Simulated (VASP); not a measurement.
A run of VASP 6.6.1 is set up as follows.

The input INCAR:

```
PREC = Accurate ; ENCUT = 520
EDIFF = 1E-6 ; ISMEAR = 0
SIGMA = 0.15 ; LREAL = False
LASPH = True ; NELM = 80
ALGO = Normal ; ISIF = 2
LWAVE = False ; LCHARG = False
NBANDS = 16
```

KPOINTS

```
Automatic mesh
0
Gamma
  15 15 12
```

POSCAR

```
ZrB2
1.0
    3.0386000000      0.0000000000      0.0000000000
   -1.5193000000      2.6315047919      0.0000000000
    0.0000000000      0.0000000000      3.6052000000
Zr B
1 2
Direct
    0.0000000000      0.0000000000      0.0000000000
    0.3333333333      0.6666666667      0.5000000000
    0.6666666667      0.3333333333      0.5000000000
```

Potentials or basis: VASP PAW LDA potentials, release 64 (Zr_sv, B).

Run with:

```bash
$ cat potpaw_LDA.64/Zr_sv/POTCAR potpaw_LDA.64/B/POTCAR > POTCAR
$ mpirun -np 1 vasp_std > vasp.out
```

Task: What does it give for the pressure?

Result: 9.5 GPa.

Task: Predict the band gap on the k mesh.

Result: Zero (bands 9 and 10 overlap by 1.16 eV).

Stress tensor (GPa, compression positive):
```
17.59  0.00  0.00
 0.00 17.59  0.00
 0.00  0.00 -6.78
```

Caveat: the cell stands under pressure.
